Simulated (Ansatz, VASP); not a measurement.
## Al3Cu2: VASP beside Ansatz

```
CELL_PARAMETERS angstrom
4.05584 0.00000 0.00000
-2.02792 3.51246 0.00000
0.00000 0.00000 4.93202
ATOMIC_POSITIONS crystal
Al 0.00000 0.00000 0.00000
Al 0.33333 0.66667 0.35086
Al 0.66667 0.33333 0.64914
Cu 0.33333 0.66667 0.84151
Cu 0.66667 0.33333 0.15849
```

Alike in both runs: task single point; functional LDA; k mesh 12 × 12 × 8; no spin polarisation.

|  | VASP | Ansatz |
| --- | --- | --- |
| version | VASP 6.6.1 | Ansatz 0.2.0 |
| potentials or method | VASP PAW LDA potentials, release 64 (Al, Cu), cutoff 520 eV | scalar-relativistic, plane waves, PAW |
| occupations | tetrahedron | tetrahedron-uncorrected |
| valence electrons in the cell | 31 | 47 |

```tsv
	VASP	Ansatz	Ansatz less VASP
gap on the k mesh at the Fermi level (eV)	none	none	-
pressure (GPa)	0.8	0.0	-0.80
traceless stress, the component that is largest in VASP (GPa)	-0.07	-0.10	-0.030
rms of the force components (eV/Å)	0.005	0.004	-0.0014
```

LDA's correlation is that of Perdew and Zunger in VASP and of Perdew and Wang (1992) in Ansatz. Atom by atom the forces differ by 0.002 eV/Å (rms over components). A gap of «none» marks a metal or a gap that the smearing closes. VASP's potentials hold 31 valence electrons a cell and Ansatz's 47, so a difference there can come from the potentials and not from the codes. Ansatz's warnings: band table not solved further.
